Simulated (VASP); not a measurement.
# ZnGa2Sn (I-42d) in VASP: single point with PBE

Aim: the single point of ZnGa2Sn with PBE.

All numbers are computed with VASP 6.6.1; they aren't measurements. Logs are shortened: lines on timing, memory, paths and dates and some standing lists are left out, and cuts for length are marked.

**1. The cell of the first run**

It takes space group I-42d (No. 122, tetragonal). The conventional cell has a = 7.742 Å, b = 7.742 Å, c = 5.689 Å, α = 90.00°, β = 90.00°, γ = 90.00°. Sn (site symmetry -4) has 2 Zn at 2.84 Å and 8 Ga at 3.00 to 3.34 Å within 3.7 Å. Within 3.5 Å of Ga (site symmetry 2) lie 2 Zn at 2.67 Å and 2 Ga at 2.89 Å and 4 Sn at 3.00 to 3.34 Å. Within 3.5 Å of Zn (site symmetry -4) lie 4 Ga at 2.67 Å and 2 Sn at 2.84 Å.

**2. Single point, PBE**

Contents of INCAR:

```
SYSTEM = ZnGa2Sn
ALGO = Normal
EDIFF = 1E-6
ENCUT = 520
GGA = PE
ISIF = 2
ISMEAR = -1
LASPH = .TRUE.
LCHARG = .FALSE.
LREAL = .FALSE.
LWAVE = .FALSE.
NBANDS = 62
NELM = 100
PREC = Accurate
SIGMA = 0.1
```

Contents of KPOINTS:

```
k-points
0
G
  6 6 6
  0 0 0
```

Contents of POSCAR:

```
ZnGa2Sn
1.0
    0.0000000000      7.7421168293     -0.0000003387
    7.7421168293      0.0000000000     -0.0000003387
    3.8710582902      3.8710582902     -2.8446075108
Sn Ga Zn
2 4 2
Direct
    0.5000000000      0.5000000000      0.0000000000
    0.2500000000      0.7500000000      0.5000000000
    0.3750000000      0.3437815093      0.7500000000
    0.6562184907      0.1250000000      0.2500000000
    0.8750000000      0.9062184907      0.7500000000
    0.0937815093      0.6250000000      0.2500000000
    0.0000000000      0.0000000000      0.0000000000
    0.7500000000      0.2500000000      0.5000000000
```

Potentials or basis: VASP PAW PBE potentials, release 64 (Sn_d, Ga_d, Zn).

Started as:

```bash
> cat potpaw_PBE.64/Sn_d/POTCAR potpaw_PBE.64/Ga_d/POTCAR potpaw_PBE.64/Zn/POTCAR > POTCAR
> mpirun -np 1 vasp_std > vasp.out
```

OUTCAR:

```text
SYSTEM = ZnGa2Sn
   EDIFF = 1E-6
   ENCUT = 520
   GGA = PE
   ISIF = 2
   ISMEAR = -1
   LASPH = .TRUE.
   LREAL = .FALSE.
   NELM = 100
   PREC = Accurate

 ion  position               nearest neighbor table
   1  0.500  0.500  0.000-   7 2.84   7 2.84   3 3.00   4 3.00   6 3.00   5 3.00
   2  0.250  0.750  0.500-   8 2.84   8 2.84   6 3.00   5 3.00   3 3.00   4 3.00
   3  0.375  0.344  0.750-   8 2.67   7 2.67   5 2.89   5 2.89   1 3.00   2 3.00
   4  0.656  0.125  0.250-   8 2.67   7 2.67   6 2.89   6 2.89   1 3.00   2 3.00
   5  0.875  0.906  0.750-   7 2.67   8 2.67   3 2.89   3 2.89   2 3.00   1 3.00
   6  0.094  0.625  0.250-   7 2.67   8 2.67   4 2.89   4 2.89   2 3.00   1 3.00
   7  0.000  0.000  0.000-   5 2.67   4 2.67   6 2.67   3 2.67   1 2.84   1 2.84
   8  0.750  0.250  0.500-   4 2.67   5 2.67   3 2.67   6 2.67   2 2.84   2 2.84

  LATTYP: Found a body centered tetragonal cell.
 ALAT       =     7.7421168293
 C/A-ratio  =     0.7348396401

  Lattice vectors:

 A1 = (   3.8710582902,  -3.8710585391,  -2.8446071721)
 A2 = (  -3.8710585391,   3.8710582902,  -2.8446071721)
 A3 = (   3.8710585391,   3.8710585391,   2.8446068334)

Analysis of symmetry for initial positions (statically):
=====================================================================
 Subroutine PRICEL returns:
 Original cell was already a primitive cell.

 Routine SETGRP: Setting up the symmetry group for a
 body centered tetragonal supercell.

 Subroutine GETGRP returns: Found  8 space group operations
 (whereof  4 operations were pure point group operations)
 out of a pool of 16 trial point group operations.

The static configuration has the point symmetry S_4 .
 The point group associated with its full space group is D_2d.

Analysis of symmetry for dynamics (positions and initial velocities):
=====================================================================
 Subroutine PRICEL returns:
 Original cell was already a primitive cell.

 Routine SETGRP: Setting up the symmetry group for a
 body centered tetragonal supercell.

 Subroutine GETGRP returns: Found  8 space group operations
 (whereof  4 operations were pure point group operations)
 out of a pool of 16 trial point group operations.

The dynamic configuration has the point symmetry S_4 .
 The point group associated with its full space group is D_2d.

 Subroutine INISYM returns: Found  8 space group operations
 (whereof  4 operations are pure point group operations),
 and found     1 'primitive' translations

----------------------------------------------------------------------------------------

                                     Primitive cell

  volume of cell :     170.5068

  direct lattice vectors                    reciprocal lattice vectors
     0.000000000  7.742116829 -0.000000339     0.000000008  0.129163649  0.175771189
     7.742116829  0.000000000 -0.000000339     0.129163649  0.000000008  0.175771189
     3.871058290  3.871058290 -2.844607511    -0.000000015 -0.000000015 -0.351542389

  length of vectors
     7.742116829  7.742116829  6.169438910     0.218125558  0.218125558  0.351542389

  position of ions in fractional coordinates (direct lattice)
     0.500000000  0.500000000  1.000000000
     0.250000000  0.750000000  0.500000000
     0.375000000  0.343781509  0.750000000
     0.656218491  0.125000000  0.250000000
     0.875000000  0.906218491  0.750000000
     0.093781509  0.625000000  0.250000000
     0.000000000  0.000000000  0.000000000
     0.750000000  0.250000000  0.500000000

  ion indices of the primitive-cell ions
   primitive index   ion index
                 1           1
                 2           2
                 3           3
                 4           4
                 5           5
                 6           6
                 7           7
                 8           8

----------------------------------------------------------------------------------------

 KPOINTS: k-points

Automatic generation of k-mesh.
 Grid dimensions read from file:
 generate k-points for:    6    6    6

 Generating k-lattice:

  Cartesian coordinates                     Fractional coordinates (reciprocal lattice)
     0.000000001  0.021527275  0.029295198     0.166666667  0.000000000  0.000000000
     0.021527275  0.000000001  0.029295198     0.000000000  0.166666667  0.000000000
    -0.000000003 -0.000000003 -0.058590398    -0.000000000 -0.000000000  0.166666667

  Length of vectors
     0.036354260  0.036354260  0.058590398

  Shift w.r.t. Gamma in fractional coordinates (k-lattice)
     0.000000000  0.000000000  0.000000000

 Subroutine IBZKPT returns following result:
 ===========================================

 Found     30 irreducible k-points:

 Following reciprocal coordinates:
            Coordinates               Weight
  0.000000  0.000000  0.000000      1.000000
  0.166667  0.000000  0.000000      8.000000
  0.333333  0.000000 -0.000000      8.000000
  0.500000  0.000000  0.000000      4.000000
  0.166667  0.166667 -0.000000      8.000000
  0.333333  0.166667  0.000000     16.000000
[... 16 lines left out ...]
 -0.333333 -0.333333  0.166667      4.000000
 -0.166667 -0.333333  0.166667     16.000000
 [... further k-points ...]
   k-points           NKPTS =     30   k-points in BZ     NKDIM =     30   number of bands    NBANDS=     62
   number of dos      NEDOS =    301   number of ions     NIONS =      8
   total plane-waves  NPLWV = 172800
   dimension x,y,z NGX =    60 NGY =   60 NGZ =   48
   dimension x,y,z NGXF=   120 NGYF=  120 NGZF=   96
   ions per type =               2   4   2
   NGX,Y,Z   is equivalent  to a cutoff of  12.88, 12.88, 12.93 a.u.
   NGXF,Y,Z  is equivalent  to a cutoff of  25.77, 25.77, 25.87 a.u.
 SYSTEM =  ZnGa2Sn
   PREC   = accura    normal or accurate (medium, high low for compatibility)
   ISTART =      0    job   : 0-new  1-cont  2-samecut
   ICHARG =      2    charge: 1-file 2-atom 10-const
   ISPIN  =      1    spin polarized calculation?
   LNONCOLLINEAR =      F non collinear calculations
   LSORBIT =      F    spin-orbit coupling
   LASPH  =      T    aspherical Exc in radial PAW
   ENCUT  =  520.0 eV  38.22 Ry    6.18 a.u.  14.40 14.40 11.47*2*pi/ulx,y,z
   NELM   =    100;   NELMIN=  2; NELMDL= -5     # of ELM steps
   EDIFF  = 0.1E-05   stopping-criterion for ELM
   LREAL  =      F    real-space projection
   EDIFFG = 0.1E-04   stopping-criterion for IOM
   NSW    =      0    number of steps for IOM
   IBRION =     -1    ionic relax: 0-MD 1-quasi-New 2-CG
   NFREE  =      0    steps in history (QN), initial steepest desc. (CG)
   ISIF   =      2    stress and relaxation
   ISYM   =      2    0-nonsym 1-usesym 2-fastsym
   POTIM  = 0.5000    time-step for ionic-motion
   TEBEG  =    0.0;   TEEND  =   0.0 temperature during run
   PSTRESS=    0.0 pullay stress
   NELECT =     104.0000    total number of electrons
   NUPDOWN=      -1.0000    fix difference up-down
   EMIN   =  10.00;   EMAX   =-10.00  energy-range for DOS
   EFERMI =   0.00;   METHOD = LEGACY
   ISMEAR =    -1;   SIGMA  =   0.10  broadening in eV -4-tet -1-fermi 0-gaus
   EFERMI_NEDOS =   21; number of points for ismear=-14 and -15
   IALGO  =     38    algorithm
   IMIX   =      4    mixing-type and parameters
     AMIX     =   0.40;   BMIX     =  1.00
     AMIX_MAG =   1.60;   BMIX_MAG =  1.00
  volume/ion in A,a.u.               =      21.31       143.83
  Fermi-wavevector in a.u.,A,eV,Ry     =   1.388370  2.623640 26.226216  1.927573
  Thomas-Fermi vector in A             =   2.512503
   LORBIT       =      0    0 simple, 1 ext, 2 COOP (PROOUT), +10 PAW based schemes
   GGA     = PE    functional components
   LHFCALC =     F    Hartree Fock is set to
   AEXX    =    0.0000 exact exchange contribution
   IVDW    =     0    specifies the selected vdW correction
   LEPSILON=     F    determine dielectric tensor
   LRPA    =     F    only Hartree local field effects (RPA)
 non-spin polarized calculation
  energy-cutoff  :      520.00
  volume of cell :      170.51
 maximum number of plane-waves:      4615
 NGX is ok and might be reduce to    60
   NGX = 29   NGY = 29   NGZ = 23

 number of electron     103.9999994 magnetization

 Free energy of the ion-electron system (eV)
  ---------------------------------------------------
  ext. energy  EPLUGINS =         0.00000000
  ---------------------------------------------------
  free energy    TOTEN  =       -20.73071632 eV

  energy without entropy =      -20.59270502  energy(sigma->0) =      -20.66171067

 E-fermi :   5.2118     XC(G=0): -10.5568

 val. band max:        5.1980841489   @ k =   0.3333   0.1667   0.0000
 cond. band min:       5.2347419533   @ k =   0.3333   0.3333   0.1667
 fundamental gap:      0.0366578044
 Fermi energy:         5.2117914709

 k-point     1 :       0.0000    0.0000    0.0000
  band No.  band energies     occupation
      1     -16.2166      2.00000
      2     -16.2062      2.00000
      3     -16.2053      2.00000
      4     -16.2024      2.00000
      5     -16.1961      2.00000
      6     -16.1841      2.00000
[... 54 lines left out ...]
     61      11.5818      0.00000
     62      11.9769      0.00000

 k-point     2 :       0.1667    0.0000    0.0000
  band No.  band energies     occupation
      1     -16.2157      2.00000
      2     -16.2055      2.00000
      3     -16.2048      2.00000
      4     -16.2029      2.00000
      5     -16.1953      2.00000
      6     -16.1842      2.00000
[... 54 lines left out ...]
     61      10.7835      0.00000
     62      11.2747      0.00000

 k-point     3 :       0.3333    0.0000   -0.0000
  band No.  band energies     occupation
      1     -16.2136      2.00000
      2     -16.2045      2.00000
      3     -16.2040      2.00000
      4     -16.2036      2.00000
      5     -16.1937      2.00000
      6     -16.1847      2.00000
[... 1354 lines left out ...]
     61       9.4207      0.00000
     62       9.4207      0.00000

 k-point    24 :      -0.1667   -0.3333    0.1667
  band No.  band energies     occupation
      1     -16.2103      2.00000
      2     -16.2069      2.00000
      3     -16.2060      2.00000
      4     -16.2058      2.00000
      5     -16.1905      2.00000
      6     -16.1870      2.00000
[... 54 lines left out ...]
     61       9.4398      0.00000
     62       9.7843      0.00000

 [... further k-points ...]

------------------------ aborting loop because EDIFF is reached ----------------------------------------

  FORCE on cell =-STRESS in cart. coord.  units (eV):
  Direction    XX          YY          ZZ          XY          YZ          ZX
  --------------------------------------------------------------------------------------
  -------------------------------------------------------------------------------------
  Total        0.0680226      0.0680226      0.0596002      0.0000000     -0.0000000     -0.0000000
  in kB        0.6391779      0.6391779      0.5600370      0.0000000     -0.0000000     -0.0000000
  external PRESSURE =       0.6127976 kB  Pullay stress =       0.0000000 kB

 VOLUME and BASIS-vectors are now :
 -----------------------------------------------------------------------------
  energy-cutoff  :      520.00
  volume of cell :      170.51
      direct lattice vectors                 reciprocal lattice vectors
     0.000000000  7.742116829 -0.000000339     0.000000008  0.129163649  0.175771189
     7.742116829  0.000000000 -0.000000339     0.129163649  0.000000008  0.175771189
     3.871058290  3.871058290 -2.844607511    -0.000000015 -0.000000015 -0.351542389

 POSITION                                       TOTAL-FORCE (eV/Angst)
 -----------------------------------------------------------------------------------
      3.87106      3.87106     -0.00000         0.000000     -0.000000     -0.000000
      7.74212      3.87106     -1.42230         0.000000     -0.000000     -0.000000
      5.56489      5.80659     -2.13346         0.005996     -0.000000     -0.000000
      1.93553      6.04828     -0.71115         0.000000     -0.005996      0.000000
      9.91934      9.67765     -2.13346        -0.005996     -0.000000      0.000000
      5.80659      1.69383     -0.71115         0.000000      0.005996     -0.000000
      0.00000      0.00000      0.00000         0.000000     -0.000000     -0.000000
      3.87106      7.74212     -1.42230         0.000000     -0.000000     -0.000000
 -----------------------------------------------------------------------------------
    total drift:                               -0.000004     -0.000004      0.000004

  FREE ENERGIE OF THE ION-ELECTRON SYSTEM (eV)
  ---------------------------------------------------
  free  energy   TOTEN  =       -20.7307163173 eV

  energy  without entropy=      -20.5927050163  energy(sigma->0) =      -20.66171067
```

Wall time 8.1 min (1 thread of Intel Xeon Platinum 8259CL at 2.50GHz (Skylake/Cascade Lake), shared host); peak memory 0.58 GiB.

What came out:

```yaml
Free_energy: -20.7307 eV
Pressure: 0.1 GPa
Largest_force: 0.006 eV/Å
Band_gap_on_the_k_mesh: zero (band 52 reaches 6.46 eV, above the bottom of band 53 at 2.99 eV)
```

Forces in eV/Å, atoms in the order of the input:
```
Sn   0.000  0.000  0.000
Sn   0.000  0.000  0.000
Ga   0.006  0.000  0.000
Ga   0.000 -0.006  0.000
Ga  -0.006  0.000  0.000
Ga   0.000  0.006  0.000
Zn   0.000  0.000  0.000
Zn   0.000  0.000  0.000
```

Levels at points of the mesh, in eV from the Fermi level:
| k point | band 48 | band 49 | band 50 | band 51 | band 52 | band 53 | band 54 | band 55 | band 56 | band 57 |
| --- | --- | --- | --- | --- | --- | --- | --- | --- | --- | --- |
| (0.00, 0.00, 0.00) | -3.55 | -2.72 | -2.42 | -2.38 | -2.22 | -2.22 | -0.72 | -0.44 | -0.44 | 3.91 |
| (0.50, 0.00, 0.00) | -3.18 | -0.61 | -0.38 | -0.30 | -0.25 | 1.04 | 1.42 | 1.45 | 1.92 | 2.59 |
| (0.50, 0.50, 0.00) | -3.47 | -2.76 | -2.76 | -0.07 | -0.07 | 0.41 | 0.41 | 0.84 | 0.84 | 1.80 |
| (0.00, 0.00, 0.50) | -1.14 | -1.00 | -1.00 | 0.51 | 0.51 | 0.54 | 0.54 | 2.29 | 2.29 | 2.55 |

Caveat: the k points lie up to 0.37 Å⁻¹ apart; spin-orbit coupling is left out, which moves the levels of the heavy elements.
